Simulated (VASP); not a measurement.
# GaN (F-43m) in VASP: G0W0 quasiparticle levels with PBEsol

Aim: the G0W0 quasiparticle levels of GaN with PBEsol.

Everything below comes from runs of VASP 6.6.1. Logs are shortened: lines on timing, memory, paths and dates and some standing lists are left out, and cuts for length are marked.

## (1) The cell of the first run

The structure is cubic, space group F-43m (No. 216). The conventional cell has a = 4.498 Å, b = 4.498 Å, c = 4.498 Å, α = 90.00°, β = 90.00°, γ = 90.00°. Ga (site symmetry -43m) has 4 N at 1.95 Å within 2.6 Å. N (site symmetry -43m) has 4 Ga at 1.95 Å within 2.6 Å.

## (2) G0W0 quasiparticle levels, PBEsol

Contents of POSCAR:

```
GaN
1.0
    0.0000000000      2.2491509455      2.2491509455
    2.2491509455      0.0000000000      2.2491509455
    2.2491509455      2.2491509455      0.0000000000
Ga N
1 1
Direct
    0.0000000000      0.0000000000      0.0000000000
    0.2500000000      0.2500000000      0.2500000000
```

Contents of INCAR.step1:

```
PREC = Accurate
ENCUT = 500
EDIFF = 1E-8
ISMEAR = 0
SIGMA = 0.01
LREAL = False
LASPH = True
NELM = 100
ALGO = Normal
LWAVE = True
LCHARG = False
GGA = PS
```

Contents of INCAR.step2:

```
PREC = Accurate
ENCUT = 500
EDIFF = 1E-8
ISMEAR = 0
SIGMA = 0.01
LREAL = False
LASPH = True
NELM = 1
ALGO = Exact
LWAVE = True
LCHARG = False
GGA = PS
NBANDS = 60
LOPTICS = True
ISTART = 1
```

Contents of INCAR.step3:

```
PREC = Accurate
ENCUT = 500
EDIFF = 1E-8
ISMEAR = 0
SIGMA = 0.01
LREAL = False
LASPH = True
ALGO = EVGW0
LWAVE = False
LCHARG = False
GGA = PS
NELMGW = 1
NBANDS = 60
ENCUTGW = 100.0
NOMEGA = 48
PRECFOCK = Fast
ISTART = 1
NBANDSGW = 17
```

Contents of KPOINTS:

```
Automatic mesh
0
Gamma
  6 6 6
```

Potentials or basis: VASP PAW PBE potentials, release 64 (Ga_d_GW, N_GW).

Run with:

```console
cat potpaw_PBE.64/Ga_d_GW/POTCAR potpaw_PBE.64/N_GW/POTCAR > POTCAR
cp INCAR.step1 INCAR
mpirun -np 1 vasp_std > vasp.out
cp INCAR.step2 INCAR
mpirun -np 1 vasp_std > vasp.out
cp INCAR.step3 INCAR
mpirun -np 1 vasp_std > vasp.out
```

OUTCAR:

```text
PREC = Accurate
   ENCUT = 500
   EDIFF = 1E-8
   ISMEAR = 0
   LREAL = False
   LASPH = True
   GGA = PS
   NELMGW = 1
   ENCUTGW = 100.0
   PRECFOCK = Fast
   ISTART = 1

 ion  position               nearest neighbor table
   1  0.000  0.000  0.000-   2 1.95   2 1.95   2 1.95   2 1.95
   2  0.250  0.250  0.250-   1 1.95   1 1.95   1 1.95   1 1.95

  LATTYP: Found a face centered cubic cell.
 ALAT       =     4.4983018910

  Lattice vectors:

 A1 = (   0.0000000000,   2.2491509455,   2.2491509455)
 A2 = (   2.2491509455,   0.0000000000,   2.2491509455)
 A3 = (   2.2491509455,   2.2491509455,   0.0000000000)

Analysis of symmetry for initial positions (statically):
=====================================================================
 Subroutine PRICEL returns:
 Original cell was already a primitive cell.

 Routine SETGRP: Setting up the symmetry group for a
 face centered cubic supercell.

 Subroutine GETGRP returns: Found 24 space group operations
 (whereof 24 operations were pure point group operations)
 out of a pool of 48 trial point group operations.

The static configuration has the point symmetry T_d .

Analysis of symmetry for dynamics (positions and initial velocities):
=====================================================================
 Subroutine PRICEL returns:
 Original cell was already a primitive cell.

 Routine SETGRP: Setting up the symmetry group for a
 face centered cubic supercell.

 Subroutine GETGRP returns: Found 24 space group operations
 (whereof 24 operations were pure point group operations)
 out of a pool of 48 trial point group operations.

The dynamic configuration has the point symmetry T_d .

 Subroutine INISYM returns: Found 24 space group operations
 (whereof 24 operations are pure point group operations),
 and found     1 'primitive' translations

----------------------------------------------------------------------------------------

                                     Primitive cell

  volume of cell :      22.7555

  direct lattice vectors                    reciprocal lattice vectors
     0.000000000  2.249150945  2.249150945    -0.222306111  0.222306111  0.222306111
     2.249150945  0.000000000  2.249150945     0.222306111 -0.222306111  0.222306111
     2.249150945  2.249150945  0.000000000     0.222306111  0.222306111 -0.222306111

  length of vectors
     3.180779771  3.180779771  3.180779771     0.385045479  0.385045479  0.385045479

  position of ions in fractional coordinates (direct lattice)
     0.000000000  0.000000000  0.000000000
     0.250000000  0.250000000  0.250000000

  ion indices of the primitive-cell ions
   primitive index   ion index
                 1           1
                 2           2

----------------------------------------------------------------------------------------

 KPOINTS: Automatic mesh

Automatic generation of k-mesh.
 Grid dimensions read from file:
 generate k-points for:    6    6    6

 Generating k-lattice:

  Cartesian coordinates                     Fractional coordinates (reciprocal lattice)
    -0.037051019  0.037051019  0.037051019     0.166666667  0.000000000  0.000000000
     0.037051019 -0.037051019  0.037051019     0.000000000  0.166666667  0.000000000
     0.037051019  0.037051019 -0.037051019     0.000000000  0.000000000  0.166666667

  Length of vectors
     0.064174247  0.064174247  0.064174247

  Shift w.r.t. Gamma in fractional coordinates (k-lattice)
     0.000000000  0.000000000  0.000000000

 Subroutine IBZKPT returns following result:
 ===========================================

 Found     16 irreducible k-points:

 Following reciprocal coordinates:
            Coordinates               Weight
  0.000000  0.000000  0.000000      1.000000
  0.166667  0.000000  0.000000      8.000000
  0.333333  0.000000  0.000000      8.000000
  0.500000  0.000000  0.000000      4.000000
  0.166667  0.166667  0.000000      6.000000
  0.333333  0.166667  0.000000     24.000000
[... 8 lines left out ...]
 -0.333333  0.333333  0.166667     24.000000
 -0.333333  0.500000  0.166667     12.000000
   k-points           NKPTS =     16   k-points in BZ     NKDIM =    216   number of bands    NBANDS=     60
   number of dos      NEDOS =    301   number of ions     NIONS =      2
   total plane-waves  NPLWV =  13824
   dimension x,y,z NGX =    24 NGY =   24 NGZ =   24
   dimension x,y,z NGXF=    48 NGYF=   48 NGZF=   48
   ions per type =               1   1
   NGX,Y,Z   is equivalent  to a cutoff of  12.54, 12.54, 12.54 a.u.
   NGXF,Y,Z  is equivalent  to a cutoff of  25.09, 25.09, 25.09 a.u.
 SYSTEM =  unknown system
   PREC   = accura    normal or accurate (medium, high low for compatibility)
   ISTART =      1    job   : 0-new  1-cont  2-samecut
   ICHARG =      0    charge: 1-file 2-atom 10-const
   ISPIN  =      1    spin polarized calculation?
   LNONCOLLINEAR =      F non collinear calculations
   LSORBIT =      F    spin-orbit coupling
   LASPH  =      T    aspherical Exc in radial PAW
   ENCUT  =  500.0 eV  36.75 Ry    6.06 a.u.   5.80  5.80  5.80*2*pi/ulx,y,z
   NELM   =     60;   NELMIN=  2; NELMDL=  0     # of ELM steps
   EDIFF  = 0.1E-07   stopping-criterion for ELM
   LREAL  =      F    real-space projection
   EDIFFG = 0.1E-06   stopping-criterion for IOM
   NSW    =      0    number of steps for IOM
   IBRION =     -1    ionic relax: 0-MD 1-quasi-New 2-CG
   NFREE  =      0    steps in history (QN), initial steepest desc. (CG)
   ISIF   =      0    stress and relaxation
   ISYM   =      3    0-nonsym 1-usesym 2-fastsym
   POTIM  = 0.5000    time-step for ionic-motion
   TEBEG  =    0.0;   TEEND  =   0.0 temperature during run
   PSTRESS=    0.0 pullay stress
   NELECT =      18.0000    total number of electrons
   NUPDOWN=      -1.0000    fix difference up-down
   EMIN   =  10.00;   EMAX   =-10.00  energy-range for DOS
   EFERMI =   0.00;   METHOD = LEGACY
   ISMEAR =     0;   SIGMA  =   0.01  broadening in eV -4-tet -1-fermi 0-gaus
   EFERMI_NEDOS =   21; number of points for ismear=-14 and -15
   IALGO  =     38    algorithm
   IMIX   =      4    mixing-type and parameters
     AMIX     =   0.40;   BMIX     =  1.00
     AMIX_MAG =   1.60;   BMIX_MAG =  1.00
  volume/ion in A,a.u.               =      11.38        76.78
  Fermi-wavevector in a.u.,A,eV,Ry     =   1.514039  2.861119 31.188827  2.292314
  Thomas-Fermi vector in A             =   2.623750
   LORBIT       =      0    0 simple, 1 ext, 2 COOP (PROOUT), +10 PAW based schemes
   GGA     = PS    functional components
   LHFCALC =     T    Hartree Fock is set to
   PRECFOCK=fast      Normal, Fast or Accurate (Low or Medium for compatibility)
   ENCUT4O =  -1.0   cutoff for four orbital integrals eV
   NKREDX  =     1    reduce k-point grid by
   NKREDY  =     1    reduce k-point grid by
   NKREDZ  =     1    reduce k-point grid by
   AEXX    =    1.0000 exact exchange contribution
   HFSCREEN=    0.0000 screening length (either q_TF or 0.3 A-1)
   HFSCREENC=   0.0000 screening length for correlation (either q_TF or 0.3 A-1)
   ENCUTFOCK=  -1.0 apply spherical cutoff to Coloumb kernel
   IVDW    =     0    specifies the selected vdW correction
   LEPSILON=     F    determine dielectric tensor
   LRPA    =     F    only Hartree local field effects (RPA)
   LRPAFORCE           =     F    calculate RPA forces
   ENCUTGW             = 100.0    cutoff for response function in eV
   ENCUTGWSOFT         =  80.0    soft cutoff for Coulomb kernel in GW response function in eV
   ENCUTLF             =  -1.0    cutoff for local field effects
   NELMGW              =     1    number of iterations in solving QP/BSE equation
   NELMHF              =     1    number of iterations in the inner HF iteration
   NKREDLFX            =     1    NKREDLFY  =   1   NKREDLFZ  =   1
 non-spin polarized calculation
 Gauss-broadening in eV      SIGMA  =   0.01
  energy-cutoff  :      500.00
  volume of cell :       22.76
 maximum number of plane-waves:       589
  NGX = 14; NGY = 14; NGZ = 14
   NGX = 11   NGY = 11   NGZ = 11
 maximum number of plane-waves:        60
 NGX is ok and might be reduce to    14

 QP shifts <psi_nk| G(iteration)W_0 |psi_nk>: iteration 1
 for sc-GW calculations column KS-energies equals QP-energies in previous step
 and V_xc(KS)=  KS-energies - (<T + V_ion + V_H > + <T+V_H+V_ion>^1  + <V_x>^1)

 k-point   1 :       0.0000    0.0000    0.0000
  band No.  KS-energies  QP-energies   sigma(KS)   V_xc(KS)     V^pw_x(r,r')   Z            occupation Imag(sigma)

      1     -10.9521     -11.8646     -16.1805     -14.8112     -24.5031       0.6664       2.0000       1.1035
      2      -8.4400     -11.6946     -25.9192     -21.4525     -34.7393       0.7286       2.0000       0.2516
      3      -8.4400     -11.6946     -25.9192     -21.4525     -34.7393       0.7286       2.0000       0.2516
      4      -8.4400     -11.6946     -25.9192     -21.4525     -34.7393       0.7286       2.0000       0.2516
      5      -8.1122     -11.5089     -26.3889     -21.7773     -35.1498       0.7366       2.0000       0.1901
      6      -8.1122     -11.5089     -26.3889     -21.7773     -35.1498       0.7366       2.0000       0.1901
[... 9 lines left out ...]
     16      23.6957      24.2761      -9.2441      -9.9762      -3.0061       0.7928       0.0000      -0.7138
     17      23.6957      24.2761      -9.2441      -9.9762      -3.0061       0.7928       0.0000      -0.7138

 k-point   2 :       0.1667    0.0000    0.0000
  band No.  KS-energies  QP-energies   sigma(KS)   V_xc(KS)     V^pw_x(r,r')   Z            occupation Imag(sigma)

      1     -10.6604     -11.6840     -16.8420     -15.3308     -25.1740       0.6774       2.0000       1.0523
      2      -8.4053     -11.6717     -25.9698     -21.4925     -34.7930       0.7295       2.0000       0.2499
      3      -8.4053     -11.6717     -25.9698     -21.4925     -34.7930       0.7295       2.0000       0.2499
      4      -8.3149     -11.4661     -25.3376     -21.0327     -34.0440       0.7320       2.0000       0.2882
      5      -8.1139     -11.5050     -26.3812     -21.7720     -35.1447       0.7357       2.0000       0.1913
      6      -8.1139     -11.5050     -26.3812     -21.7720     -35.1447       0.7357       2.0000       0.1913
[... 9 lines left out ...]
     16      21.7558      22.4609      -9.9863     -10.8743      -4.3971       0.7939       0.0000      -0.4157
     17      25.4808      26.5734      -9.5228     -10.8989      -3.0904       0.7940       0.0000      -0.7813

 k-point   3 :       0.3333    0.0000    0.0000
  band No.  KS-energies  QP-energies   sigma(KS)   V_xc(KS)     V^pw_x(r,r')   Z            occupation Imag(sigma)

      1     -10.1738     -11.6545     -19.2212     -17.0743     -27.7314       0.6897       2.0000       0.8510
      2      -8.3595     -11.6433     -26.0278     -21.5326     -34.8433       0.7305       2.0000       0.2431
      3      -8.3595     -11.6433     -26.0278     -21.5326     -34.8433       0.7305       2.0000       0.2431
      4      -8.0917     -11.4889     -26.4184     -21.8080     -35.2017       0.7369       2.0000       0.1962
      5      -8.0917     -11.4889     -26.4184     -21.8080     -35.2017       0.7369       2.0000       0.1962
      6      -7.6463     -10.3089     -23.4857     -19.8335     -31.8175       0.7290       2.0000       0.4112
[... 9 lines left out ...]
     16      22.5397      23.3815     -10.5044     -11.5741      -4.5978       0.7869       0.0000      -0.4875
     17      28.6662      29.9290     -10.5731     -12.1502      -3.6649       0.8007       0.0000      -1.1418

 k-point   4 :       0.5000    0.0000    0.0000
  band No.  KS-energies  QP-energies   sigma(KS)   V_xc(KS)     V^pw_x(r,r')   Z            occupation Imag(sigma)

      1     -10.0169     -11.7983     -20.6029     -18.0402     -29.2411       0.6951       2.0000       0.7311
      2      -8.3509     -11.6379     -26.0293     -21.5293     -34.8349       0.7304       2.0000       0.2389
      3      -8.3509     -11.6379     -26.0293     -21.5293     -34.8349       0.7304       2.0000       0.2389
      4      -8.0648     -11.4712     -26.4679     -21.8531     -35.2677       0.7382       2.0000       0.1993
      5      -8.0648     -11.4712     -26.4679     -21.8531     -35.2677       0.7382       2.0000       0.1993
      6      -6.8414      -9.2736     -23.2104     -19.8764     -31.4204       0.7295       2.0000       0.4352
[... 205 lines left out ...]
      2      -8.3029     -11.6223     -26.0800     -21.5585     -34.8832       0.7341       2.0000       0.2353
      3      -8.2818     -11.5772     -26.0092     -21.5160     -34.7952       0.7334       2.0000       0.2382
      4      -8.1736     -11.5340     -26.2728     -21.7010     -35.0692       0.7350       2.0000       0.2171
      5      -8.0754     -11.4717     -26.4148     -21.8068     -35.1950       0.7370       2.0000       0.1949
      6      -6.9794      -9.3382     -22.7037     -19.4639     -30.8304       0.7281       2.0000       0.4556
[... 9 lines left out ...]
     16      27.3252      28.5069     -10.8169     -12.3025      -4.2036       0.7954       0.0000      -0.9955
     17      28.7725      29.6592      -9.5873     -10.6755      -3.1989       0.8148       0.0000      -1.0068

 k-point  15 :      -0.3333    0.3333    0.1667
  band No.  KS-energies  QP-energies   sigma(KS)   V_xc(KS)     V^pw_x(r,r')   Z            occupation Imag(sigma)

      1      -9.8746     -11.8522     -21.4891     -18.6734     -30.2114       0.7024       2.0000       0.6606
      2      -8.3174     -11.6218     -26.0072     -21.4976     -34.7899       0.7327       2.0000       0.2337
      3      -8.2501     -11.5708     -26.1340     -21.6095     -34.9407       0.7339       2.0000       0.2340
      4      -8.1368     -11.5181     -26.3532     -21.7566     -35.1526       0.7356       2.0000       0.2093
      5      -8.0893     -11.4815     -26.4070     -21.8024     -35.1956       0.7367       2.0000       0.1998
      6      -6.3335      -8.5727     -22.8505     -19.7740     -30.9329       0.7279       2.0000       0.4524
[... 9 lines left out ...]
     16      27.7189      28.8749     -10.7175     -12.1824      -3.9848       0.7891       0.0000      -1.0152
     17      29.1236      30.3714     -10.7032     -12.2469      -4.3024       0.8083       0.0000      -0.9718

 k-point  16 :      -0.3333    0.5000    0.1667
  band No.  KS-energies  QP-energies   sigma(KS)   V_xc(KS)     V^pw_x(r,r')   Z            occupation Imag(sigma)

      1      -9.8401     -11.8961     -21.8105     -18.8956     -30.5644       0.7053       2.0000       0.6337
      2      -8.3097     -11.6000     -25.8743     -21.3853     -34.5973       0.7330       2.0000       0.2243
      3      -8.2321     -11.5785     -26.2353     -21.6804     -35.0698       0.7347       2.0000       0.2343
      4      -8.1220     -11.4987     -26.4087     -21.8244     -35.2460       0.7366       2.0000       0.2241
      5      -8.0724     -11.4728     -26.4317     -21.8213     -35.2185       0.7376       2.0000       0.1963
      6      -6.1818      -8.3421     -22.6323     -19.6650     -30.6594       0.7280       2.0000       0.4593
[... 9 lines left out ...]
     16      27.9719      29.2228     -11.4143     -12.9943      -4.5401       0.7917       0.0000      -1.1210
     17      29.4084      30.7630     -10.9583     -12.6429      -4.5636       0.8041       0.0000      -0.9623
```

Run time: 3.6 min. Hardware: 1 thread of AMD EPYC 9R45 (Zen 5), shared host; peak memory 0.3 GiB.

Results:

```yaml
Quasiparticle_gap: 2.91 eV
Least_direct_quasiparticle_gap: 2.91 eV
Band_gap_of_the_starting_levels_on_the_mesh: 1.72 eV
Least_direct_gap_of_the_starting_levels_on_the_mesh: 1.72 eV
```

Caveat: the k points lie up to 0.40 Å⁻¹ apart; bands, screening cutoff and mesh are small and nothing is extrapolated, so the quasiparticle values aren't converged.
